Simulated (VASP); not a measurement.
# LaPPd3 (I-43m) in VASP: a series of runs

The runs below take LaPPd3 through single point, relaxation of cell and atoms, with PBEsol.

All numbers are computed with VASP 6.6.1; they aren't measurements. Logs are shortened: lines on timing, memory, paths and dates and some standing lists are left out, and cuts for length are marked.

### 1 The cell of the first run

It takes space group I-43m (No. 217, cubic). The conventional cell has a = 8.974 Å, b = 8.974 Å, c = 8.974 Å, α = 90.00°, β = 90.00°, γ = 90.00°. Within 3.9 Å of La (site symmetry -43m) lie 4 P at 2.94 Å and 12 Pd at 3.46 Å. Within 3.9 Å of La (site symmetry -42m) lie 12 Pd at 2.94 to 3.21 Å and 4 P at 3.68 Å. Pd (site symmetry m) has 2 P at 2.36 to 2.42 Å and 6 Pd at 2.83 to 3.00 Å and 3 La at 2.94 to 3.21 Å within 3.3 Å. Within 3.1 Å of P (site symmetry 3m) lie 6 Pd at 2.36 to 2.42 Å and 1 La at 2.94 Å.

### 2 Single point, PBEsol

Input file INCAR:

```
ALGO = Normal ; EDIFF = 1E-7
ENCUT = 520 ; GGA = PS
ISIF = 2 ; ISMEAR = 0
LASPH = T ; LCHARG = F
LREAL = Auto ; LWAVE = F
NBANDS = 108 ; NELM = 60
PREC = Accurate ; SIGMA = 0.1
```

Input file KPOINTS:

```
k-points
0
Gamma
  6 6 6
```

Input file POSCAR:

```
LaPPd3
1.0
   -4.4871267589      4.4871267589      4.4871267589
    4.4871267589     -4.4871267589      4.4871267589
    4.4871267589      4.4871267589     -4.4871267589
La Pd P
4 12 4
Direct
    0.0000000000      0.0000000000      0.0000000000
    0.0000000000      0.5000000000      0.5000000000
    0.5000000000      0.0000000000      0.5000000000
    0.5000000000      0.5000000000      0.0000000000
    0.3181044815      0.3181044815      0.5411071662
    0.6818955185      0.2230026847      0.0000000000
    0.7769973153      0.7769973153      0.4588928338
    0.2230026847      0.6818955185      0.0000000000
    0.5411071662      0.3181044815      0.3181044815
    1.0000000000      0.6818955185      0.2230026847
    0.4588928338      0.7769973153      0.7769973153
    0.0000000000      0.2230026847      0.6818955185
    0.3181044815      0.5411071662      0.3181044815
    0.2230026847      0.0000000000      0.6818955185
    0.7769973153      0.4588928338      0.7769973153
    0.6818955185      1.0000000000      0.2230026847
    0.6216472025      0.6216472025      0.6216472025
    0.3783527975      0.0000000000      0.0000000000
    0.0000000000      0.0000000000      0.3783527975
    0.0000000000      0.3783527975      0.0000000000
```

Potentials or basis: VASP PAW PBE potentials, release 64 (La, Pd, P).

Run with:

```sh
$ cat potpaw_PBE.64/La/POTCAR potpaw_PBE.64/Pd/POTCAR potpaw_PBE.64/P/POTCAR > POTCAR
$ mpirun -np 1 vasp_std > vasp.out
```

OUTCAR:

```text
EDIFF = 1E-7
   ENCUT = 520
   GGA = PS
   ISIF = 2
   ISMEAR = 0
   LASPH = T
   LREAL = Auto
   NELM = 60
   PREC = Accurate

 ion  position               nearest neighbor table
   1  0.000  0.000  0.000-  17 2.94  18 2.94  19 2.94  20 2.94  14 3.46  16 3.46   6 3.46   8 3.46
                            10 3.46  12 3.46   5 3.46   7 3.46   9 3.46  13 3.46  15 3.46  11 3.46
   2  0.000  0.500  0.500-   9 2.94  10 2.94  11 2.94  12 2.94  13 3.21   8 3.21   5 3.21   7 3.21
                            15 3.21   6 3.21  14 3.21  16 3.21
   3  0.500  0.000  0.500-  13 2.94  14 2.94  15 2.94  16 2.94   9 3.21   6 3.21   7 3.21   5 3.21
                            11 3.21   8 3.21  12 3.21  10 3.21
   4  0.500  0.500  0.000-   5 2.94   6 2.94   7 2.94   8 2.94   9 3.21  13 3.21  11 3.21  15 3.21
                            14 3.21  12 3.21  10 3.21  16 3.21
   5  0.318  0.318  0.541-  19 2.36  17 2.42   9 2.83  13 2.83   4 2.94  14 3.00  15 3.00  12 3.00
                            11 3.00   3 3.21   2 3.21   1 3.46
   6  0.682  0.223  0.000-  20 2.36  18 2.42  11 2.83  16 2.83   4 2.94  15 3.00  10 3.00   9 3.00
                            14 3.00   2 3.21   3 3.21   1 3.46
   7  0.777  0.777  0.459-  17 2.36  19 2.42  12 2.83  14 2.83   4 2.94  13 3.00   9 3.00  10 3.00
                            16 3.00   3 3.21   2 3.21   1 3.46
   8  0.223  0.682  0.000-  18 2.36  20 2.42  10 2.83  15 2.83   4 2.94  11 3.00  16 3.00  12 3.00
                            13 3.00   3 3.21   2 3.21   1 3.46
   9  0.541  0.318  0.318-  18 2.36  17 2.42   5 2.83  13 2.83   2 2.94   7 3.00  16 3.00   6 3.00
                            15 3.00   3 3.21   4 3.21   1 3.46
  10  0.000  0.682  0.223-  19 2.36  20 2.42   8 2.83  15 2.83   2 2.94  14 3.00   7 3.00   6 3.00
                            13 3.00   3 3.21   4 3.21   1 3.46
  11  0.459  0.777  0.777-  17 2.36  18 2.42   6 2.83  16 2.83   2 2.94   5 3.00   8 3.00  13 3.00
                            14 3.00   3 3.21   4 3.21   1 3.46
  12  0.000  0.223  0.682-  20 2.36  19 2.42   7 2.83  14 2.83   2 2.94  16 3.00   8 3.00   5 3.00
                            15 3.00   4 3.21   3 3.21   1 3.46
  13  0.318  0.541  0.318-  20 2.36  17 2.42   5 2.83   9 2.83   3 2.94   7 3.00  11 3.00   8 3.00
                            10 3.00   2 3.21   4 3.21   1 3.46
  14  0.223  0.000  0.682-  18 2.36  19 2.42   7 2.83  12 2.83   3 2.94   6 3.00   5 3.00  10 3.00
                            11 3.00   4 3.21   2 3.21   1 3.46
  15  0.777  0.459  0.777-  17 2.36  20 2.42   8 2.83  10 2.83   3 2.94   6 3.00   5 3.00   9 3.00
                            12 3.00   2 3.21   4 3.21   1 3.46
  16  0.682  0.000  0.223-  19 2.36  18 2.42   6 2.83  11 2.83   3 2.94   7 3.00  12 3.00   8 3.00
                             9 3.00   2 3.21   4 3.21   1 3.46
  17  0.622  0.622  0.622-   7 2.36  11 2.36  15 2.36   5 2.42  13 2.42   9 2.42   1 2.94
  18  0.378  0.000  0.000-   8 2.36   9 2.36  14 2.36   6 2.42  16 2.42  11 2.42   1 2.94
  19  0.000  0.000  0.378-   5 2.36  10 2.36  16 2.36  14 2.42  12 2.42   7 2.42   1 2.94
  20  0.000  0.378  0.000-   6 2.36  12 2.36  13 2.36   8 2.42  10 2.42  15 2.42   1 2.94

  LATTYP: Found a body centered cubic cell.
 ALAT       =     8.9742535178

  Lattice vectors:

 A1 = (  -4.4871267589,   4.4871267589,   4.4871267589)
 A2 = (   4.4871267589,  -4.4871267589,   4.4871267589)
 A3 = (   4.4871267589,   4.4871267589,  -4.4871267589)

Analysis of symmetry for initial positions (statically):
=====================================================================
 Subroutine PRICEL returns:
 Original cell was already a primitive cell.

 Routine SETGRP: Setting up the symmetry group for a
 body centered cubic supercell.

 Subroutine GETGRP returns: Found 24 space group operations
 (whereof 24 operations were pure point group operations)
 out of a pool of 48 trial point group operations.

The static configuration has the point symmetry T_d .

Analysis of symmetry for dynamics (positions and initial velocities):
=====================================================================
 Subroutine PRICEL returns:
 Original cell was already a primitive cell.

 Routine SETGRP: Setting up the symmetry group for a
 body centered cubic supercell.

 Subroutine GETGRP returns: Found 24 space group operations
 (whereof 24 operations were pure point group operations)
 out of a pool of 48 trial point group operations.

The dynamic configuration has the point symmetry T_d .

 Subroutine INISYM returns: Found 24 space group operations
 (whereof 24 operations are pure point group operations),
 and found     1 'primitive' translations

----------------------------------------------------------------------------------------

                                     Primitive cell

  volume of cell :     361.3807

  direct lattice vectors                    reciprocal lattice vectors
    -4.487126759  4.487126759  4.487126759     0.000000000  0.111429881  0.111429881
     4.487126759 -4.487126759  4.487126759     0.111429881  0.000000000  0.111429881
     4.487126759  4.487126759 -4.487126759     0.111429881  0.111429881  0.000000000

[... 68 lines left out ...]

 Subroutine IBZKPT returns following result:
 ===========================================

 Found     16 irreducible k-points:

 Following reciprocal coordinates:
            Coordinates               Weight
  0.000000  0.000000  0.000000      1.000000
  0.166667  0.000000  0.000000     12.000000
  0.333333  0.000000  0.000000     12.000000
  0.500000  0.000000  0.000000      6.000000
  0.166667  0.166667  0.000000     24.000000
  0.333333  0.166667  0.000000     48.000000
[... 8 lines left out ...]
  0.500000  0.500000  0.333333     12.000000
  0.500000  0.500000  0.500000      1.000000
   k-points           NKPTS =     16   k-points in BZ     NKDIM =     16   number of bands    NBANDS=    108
   number of dos      NEDOS =    301   number of ions     NIONS =     20
   total plane-waves  NPLWV = 216000
   dimension x,y,z NGX =    60 NGY =   60 NGZ =   60
   dimension x,y,z NGXF=   120 NGYF=  120 NGZF=  120
   ions per type =               4  12   4
   NGX,Y,Z   is equivalent  to a cutoff of  12.83, 12.83, 12.83 a.u.
   NGXF,Y,Z  is equivalent  to a cutoff of  25.67, 25.67, 25.67 a.u.
 SYSTEM =  unknown system
   PREC   = accura    normal or accurate (medium, high low for compatibility)
   ISTART =      0    job   : 0-new  1-cont  2-samecut
   ICHARG =      2    charge: 1-file 2-atom 10-const
   ISPIN  =      1    spin polarized calculation?
   LNONCOLLINEAR =      F non collinear calculations
   LSORBIT =      F    spin-orbit coupling
   LASPH  =      T    aspherical Exc in radial PAW
   ENCUT  =  520.0 eV  38.22 Ry    6.18 a.u.  14.45 14.45 14.45*2*pi/ulx,y,z
   NELM   =     60;   NELMIN=  2; NELMDL= -5     # of ELM steps
   EDIFF  = 0.1E-06   stopping-criterion for ELM
   LREAL  =      T    real-space projection
   EDIFFG = 0.1E-05   stopping-criterion for IOM
   NSW    =      0    number of steps for IOM
   IBRION =     -1    ionic relax: 0-MD 1-quasi-New 2-CG
   NFREE  =      0    steps in history (QN), initial steepest desc. (CG)
   ISIF   =      2    stress and relaxation
   ISYM   =      2    0-nonsym 1-usesym 2-fastsym
   POTIM  = 0.5000    time-step for ionic-motion
   TEBEG  =    0.0;   TEEND  =   0.0 temperature during run
   PSTRESS=    0.0 pullay stress
   NELECT =     184.0000    total number of electrons
   NUPDOWN=      -1.0000    fix difference up-down
   EMIN   =  10.00;   EMAX   =-10.00  energy-range for DOS
   EFERMI =   0.00;   METHOD = LEGACY
   ISMEAR =     0;   SIGMA  =   0.10  broadening in eV -4-tet -1-fermi 0-gaus
   EFERMI_NEDOS =   21; number of points for ismear=-14 and -15
   IALGO  =     38    algorithm
   IMIX   =      4    mixing-type and parameters
     AMIX     =   0.40;   BMIX     =  1.00
     AMIX_MAG =   1.60;   BMIX_MAG =  1.00
  volume/ion in A,a.u.               =      18.07       121.94
  Fermi-wavevector in a.u.,A,eV,Ry     =   1.307251  2.470347 23.251079  1.708906
  Thomas-Fermi vector in A             =   2.437999
   LORBIT       =      0    0 simple, 1 ext, 2 COOP (PROOUT), +10 PAW based schemes
   GGA     = PS    functional components
   LHFCALC =     F    Hartree Fock is set to
   AEXX    =    0.0000 exact exchange contribution
   IVDW    =     0    specifies the selected vdW correction
   LEPSILON=     F    determine dielectric tensor
   LRPA    =     F    only Hartree local field effects (RPA)
 non-spin polarized calculation
 Gauss-broadening in eV      SIGMA  =   0.10
  energy-cutoff  :      520.00
  volume of cell :      361.38
 maximum number of plane-waves:      9861
 NGX is ok and might be reduce to    60
   NGX = 29   NGY = 29   NGZ = 29

 number of electron     184.0000035 magnetization

 Free energy of the ion-electron system (eV)
  ---------------------------------------------------
  ext. energy  EPLUGINS =         0.00000000
  ---------------------------------------------------
  free energy    TOTEN  =      -135.00552476 eV

  energy without entropy =     -134.99004726  energy(sigma->0) =     -134.99778601

 E-fermi :   9.6324     XC(G=0): -11.9374

 val. band max:        9.5946577542   @ k =   0.1667   0.0000   0.0000
 cond. band min:       9.6822559905   @ k =   0.0000   0.0000   0.0000
 fundamental gap:      0.0875982363
 Fermi energy:         9.6324372885

 k-point     1 :       0.0000    0.0000    0.0000
  band No.  band energies     occupation
      1     -22.7452      2.00000
      2     -22.6142      2.00000
      3     -22.6010      2.00000
      4     -22.6010      2.00000
      5      -6.6699      2.00000
      6      -6.6699      2.00000
[... 1701 lines left out ...]
    103      11.8496      0.00000
    104      11.8496      0.00000
 [bands above 104 left out]

------------------------ aborting loop because EDIFF is reached ----------------------------------------

  FORCE on cell =-STRESS in cart. coord.  units (eV):
  Direction    XX          YY          ZZ          XY          YZ          ZX
  --------------------------------------------------------------------------------------
  -------------------------------------------------------------------------------------
  Total       -0.0649744     -0.0649744     -0.0649744      0.0000000     -0.0000000      0.0000000
  in kB       -0.2880634     -0.2880634     -0.2880634      0.0000000     -0.0000000      0.0000000
  external PRESSURE =      -0.2880634 kB  Pullay stress =       0.0000000 kB

 VOLUME and BASIS-vectors are now :
 -----------------------------------------------------------------------------
  energy-cutoff  :      520.00
  volume of cell :      361.38
      direct lattice vectors                 reciprocal lattice vectors
    -4.487126759  4.487126759  4.487126759     0.000000000  0.111429881  0.111429881
     4.487126759 -4.487126759  4.487126759     0.111429881  0.000000000  0.111429881
     4.487126759  4.487126759 -4.487126759     0.111429881  0.111429881  0.000000000

 POSITION                                       TOTAL-FORCE (eV/Angst)
 -----------------------------------------------------------------------------------
      0.00000      0.00000      0.00000         0.000000     -0.000000      0.000000
      4.48713      0.00000      0.00000         0.000000     -0.000000      0.000000
      0.00000      4.48713      0.00000         0.000000     -0.000000      0.000000
      0.00000      0.00000      4.48713         0.000000     -0.000000      0.000000
      2.42802      2.42802      0.42673         0.000476      0.000476     -0.002608
     -2.05911      2.05911      4.06039         0.000476     -0.000476      0.002608
[... 12 lines left out ...]
      1.69772      1.69772     -1.69772        -0.008568     -0.008568      0.008568
      1.69772     -1.69772      1.69772        -0.008568      0.008568     -0.008568
 -----------------------------------------------------------------------------------
    total drift:                                0.000001      0.000001      0.000000

  FREE ENERGIE OF THE ION-ELECTRON SYSTEM (eV)
  ---------------------------------------------------
  free  energy   TOTEN  =      -135.0055247585 eV

  energy  without entropy=     -134.9900472647  energy(sigma->0) =     -134.99778601
```

Run time: 36 min. Hardware: 1 thread of Intel Xeon Platinum 8259CL at 2.50GHz (Skylake/Cascade Lake), shared host; peak memory 0.75 GiB.

What came out:

- Free energy: -135.0055 eV
- Pressure: 0.0 GPa
- Largest force: 0.015 eV/Å
- Band gap on the k mesh: 0.01 eV (least direct gap 0.04 eV)

Forces on the atoms (eV/Å):
```
La   0.000  0.000  0.000
La   0.000  0.000  0.000
La   0.000  0.000  0.000
La   0.000  0.000  0.000
Pd   0.000  0.000 -0.003
Pd   0.000  0.000  0.003
Pd   0.000  0.000 -0.003
Pd   0.000  0.000  0.003
Pd  -0.003  0.000  0.000
Pd   0.003  0.000  0.000
Pd  -0.003  0.000  0.000
Pd   0.003  0.000  0.000
Pd   0.000 -0.003  0.000
Pd   0.000  0.003  0.000
Pd   0.000 -0.003  0.000
Pd   0.000  0.003  0.000
P    0.009  0.009  0.009
P    0.009 -0.009 -0.009
P   -0.009 -0.009  0.009
P   -0.009  0.009 -0.009
```

Levels at points of the mesh, in eV from the valence-band top:
| k point | band 90 | band 91 | band 92 | band 93 | band 94 | band 95 |
| --- | --- | --- | --- | --- | --- | --- |
| (0.00, 0.00, 0.00) | -0.37 | -0.37 | -0.37 | 0.09 | 0.09 | 1.11 |
| (0.50, 0.00, 0.00) | -0.22 | -0.21 | -0.09 | 0.68 | 0.94 | 1.01 |
| (0.50, 0.50, 0.50) | -0.29 | -0.29 | -0.29 | 1.17 | 1.17 | 1.17 |

Caveat: the smearing spreads over this small gap; the PAW data sets were made with another functional, which shifts forces and pressure a little; spin-orbit coupling is left out, which moves the levels of the heavy elements. A k mesh can miss the band edges.

### 3 Relaxation of cell and atoms, PBEsol

This run uses another cell than the first one, of 18.93 Å³/atom.

Input file INCAR:

```
PREC = Accurate
ENCUT = 600
EDIFF = 1E-6
ISMEAR = 0
SIGMA = 0.1
LREAL = Auto
LASPH = T
NELM = 80
ALGO = Normal
ISIF = 3
LWAVE = F
LCHARG = F
GGA = PS
IBRION = 2
NSW = 70
EDIFFG = -0.005
LUSENCCL = F
```

Input file KPOINTS:

```
Automatic mesh
0
Gamma
  6 6 6
```

Input file POSCAR:

```
LaPPd3
1.0
   -4.5570641056      4.5570641056      4.5570641056
    4.5570641056     -4.5570641056      4.5570641056
    4.5570641056      4.5570641056     -4.5570641056
La Pd P
4 12 4
Direct
    0.0000000000      0.0000000000      0.0000000000
    0.0000000000      0.5000000000      0.5000000000
    0.5000000000      0.0000000000      0.5000000000
    0.5000000000      0.5000000000      0.0000000000
    0.3170415832      0.3170415832      0.5400895387
    0.6829584168      0.2230479555      0.0000000000
    0.7769520445      0.7769520445      0.4599104613
    0.2230479555      0.6829584168      0.0000000000
    0.5400895387      0.3170415832      0.3170415832
    1.0000000000      0.6829584168      0.2230479555
    0.4599104613      0.7769520445      0.7769520445
    0.0000000000      0.2230479555      0.6829584168
    0.3170415832      0.5400895387      0.3170415832
    0.2230479555      0.0000000000      0.6829584168
    0.7769520445      0.4599104613      0.7769520445
    0.6829584168      1.0000000000      0.2230479555
    0.6202257010      0.6202257010      0.6202257010
    0.3797742990      0.0000000000      0.0000000000
    0.0000000000      0.0000000000      0.3797742990
    0.0000000000      0.3797742990      0.0000000000
```

Potentials or basis: VASP PAW PBE potentials, release 64 (La, Pd, P).

Run with:

```sh
$ cat potpaw_PBE.64/La/POTCAR potpaw_PBE.64/Pd/POTCAR potpaw_PBE.64/P/POTCAR > POTCAR
$ mpirun -np 1 vasp_std > vasp.out
```

Run time: 32 min. Hardware: 1 × NVIDIA H100 80GB with 1 thread of AMD EPYC 7R13 (Zen 3), shared host; peak memory 1.9 GiB.

The run converged. Its results:

* Free energy: -135.0184 eV
* Relaxed volume: 18.06 Å³/atom
* Relaxed cell: a = 7.771 Å, b = 7.771 Å, c = 7.771 Å, α = 109.47°, β = 109.47°, γ = 109.47°
* Space group after relaxing (to 0.1 Å): I-43m (No. 217)
* Energy gained by relaxing: 16.0 meV/atom
* Ionic steps: 15
* Pressure after relaxing: 0.0 GPa
* Largest force after relaxing: 0.004 eV/Å
* Band gap on the k mesh: 0.01 eV (least direct gap 0.04 eV)

Forces in eV/Å, atoms in the order of the input:
```
La   0.000  0.000  0.000
La   0.000  0.000  0.000
La   0.000  0.000  0.000
La   0.000  0.000  0.000
Pd   0.001  0.001 -0.004
Pd   0.001 -0.001  0.004
Pd  -0.001 -0.001 -0.004
Pd  -0.001  0.001  0.004
Pd  -0.004  0.001  0.001
Pd   0.004  0.001 -0.001
Pd  -0.004 -0.001 -0.001
Pd   0.004 -0.001  0.001
Pd   0.001 -0.004  0.001
Pd  -0.001  0.004  0.001
Pd  -0.001 -0.004 -0.001
Pd   0.001  0.004 -0.001
P    0.002  0.002  0.002
P    0.002 -0.002 -0.002
P   -0.002 -0.002  0.002
P   -0.002  0.002 -0.002
```

Step by step:
| step | energy change (eV) | largest force (eV/Å) | pressure (GPa) | volume (Å³) |
| --- | --- | --- | --- | --- |
| 1 | 0.0000 | 0.1837 | -5.72 | 378.54 |
| 2 | 0.1771 | 0.5182 | 8.64 | 342.71 |
| 3 | -0.3155 | 0.0905 | -0.10 | 361.94 |
| 4 | -0.3155 | 0.0969 | 0.03 | 361.61 |
| 5 | -0.3170 | 0.0607 | 0.04 | 361.48 |
| 6 | -0.3178 | 0.0325 | 0.04 | 361.32 |
| 7 | -0.3179 | 0.0387 | 0.05 | 361.26 |
| 8 | -0.3187 | 0.0243 | -0.08 | 361.54 |
| 9 | -0.3189 | 0.0135 | -0.18 | 361.77 |
| 10 | -0.3193 | 0.0056 | -0.03 | 361.42 |
| 11 | -0.3193 | 0.0066 | -0.01 | 361.32 |
| 12 | -0.3193 | 0.0070 | 0.01 | 361.28 |
| 13 | -0.3193 | 0.0066 | 0.01 | 361.29 |
| 14 | -0.3194 | 0.0053 | 0.01 | 361.30 |
| 15 | -0.3194 | 0.0039 | 0.00 | 361.30 |

Final structure:
```xyz
20
Lattice="-4.4868 4.4868 4.4868 4.4868 -4.4868 4.4868 4.4868 4.4868 -4.4868" Properties=species:S:1:pos:R:3 pbc="T T T"
La    0.0000    0.0000    0.0000
La    4.4868    0.0000    0.0000
La    0.0000    4.4868    0.0000
La    0.0000    0.0000    4.4868
Pd    2.4280    2.4280    0.4272
Pd   -2.0587    2.0587    4.0595
Pd    2.0587    2.0587    4.9140
Pd    2.0587   -2.0587    4.0595
Pd    0.4272    2.4280    2.4280
Pd    4.0595   -2.0587    2.0587
Pd    4.9140    2.0587    2.0587
Pd    4.0595    2.0587   -2.0587
Pd    2.4280    0.4272    2.4280
Pd    2.0587    4.0595   -2.0587
Pd    2.0587    4.9140    2.0587
Pd   -2.0587    4.0595    2.0587
P     2.7904    2.7904    2.7904
P    -1.6963    1.6963    1.6963
P     1.6963    1.6963   -1.6963
P     1.6963   -1.6963    1.6963
```

Levels at points of the mesh, in eV from the valence-band top:
```csv
k point,band 89,band 90,band 91,band 92,band 93,band 94,band 95,band 96
"(0.00, 0.00, 0.00)",-0.99,-0.37,-0.37,-0.37,0.10,0.10,1.11,1.62
"(0.50, 0.00, 0.00)",-0.30,-0.22,-0.21,-0.09,0.69,0.94,1.02,1.25
"(0.50, 0.50, 0.50)",-0.81,-0.29,-0.29,-0.29,1.18,1.18,1.18,1.42
```

Caveat: the smearing spreads over this small gap; the PAW data sets were made with another functional, which shifts forces and pressure a little; spin-orbit coupling is left out, which moves the levels of the heavy elements. A k mesh can miss the band edges.

The gap in the log of VASP goes by the Fermi energy; the results here count the filled bands.